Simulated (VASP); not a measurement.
Crystal: TiTe.

```
Ti Te
1.0
     3.63109    0.00000    0.00000
     0.00000    3.63109    0.00000
     0.00000    0.00000    3.63109
Ti Te
1 1
Direct
  0.00000 0.00000 0.00000
  0.50000 0.50000 0.50000
```

Base run:

```yaml
Program: VASP 6.6.1
Functional: LDA
Potentials_or_basis: VASP PAW LDA potentials, release 64 (Ti_sv, Te)
Cutoff: 500 eV
k_mesh: 5 × 5 × 5
Occupations: gaussian, width 0.05 eV
Spin: collinear spin
Starting_moments: "[1.63, -0.14] μB"
Fixed_moment: 1.5 μB
Hubbard_terms: Ti d U = 3.0 eV
```

Its results: pressure -11.1 GPa; net moment 1.50 μB per cell; site moments Ti +1.24; Te -0.11 μB.

**Question.** The run is repeated on the same cell with these changes: fixed moment from 1.5 μB to none; moments at the start from [1.63, -0.14] to [2.0, 0.0]. What comes out?

**Answer.** Pressure -14.1 GPa; net moment 0.11 μB per cell; site moments Ti +0.10; Te -0.01 μB.

Caveats: the cell stands under tension; the U is typed as a test and isn't derived for this compound; the total moment is fixed, so each spin has its own Fermi level and the state may be an excited one (at least some runs); a moment this small can come from the mesh or the smearing (at least some runs).
